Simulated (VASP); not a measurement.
## Bi: single point with PBE

Bi:

```
Bi
1.0
     3.01179    0.00000    0.00000
     0.00000    3.01179    0.00000
     0.00000    0.00000    3.01179
Bi
1
Direct
  0.00000 0.00000 0.00000
```

This isn't the form of Bi at room conditions, which is rhombohedral.

| Item | Value |
| --- | --- |
| Program | VASP 6.6.1 |
| Task | single point |
| Functional | PBE |
| Potentials or basis | VASP PAW PBE potentials, release 64 (Bi_d) |
| Cutoff | 520 eV |
| k mesh | 13 × 13 × 13 |
| Occupations | fermi-dirac, width 0.08 eV |
| Spin | no spin polarisation |

```json
{
  "Pressure": "20.9 GPa",
  "Band gap on the k mesh": "zero (an odd number of electrons rules out a gap without spin polarisation)"
}
```

Levels at points of the mesh, in eV from the Fermi level:
| k point | band 4 | band 5 | band 6 | band 7 | band 8 | band 9 | band 10 | band 11 |
| --- | --- | --- | --- | --- | --- | --- | --- | --- |
| (0.00, 0.00, 0.00) | -22.90 | -22.90 | -14.97 | 3.61 | 3.61 | 3.61 | 7.54 | 8.50 |

It took 29 s on 1 thread of Intel Xeon 8259CL, with other jobs on the host, peak memory 0.16 GiB.

Caveat: the cell stands under pressure; spin-orbit coupling is left out, which moves the levels of the heavy elements.
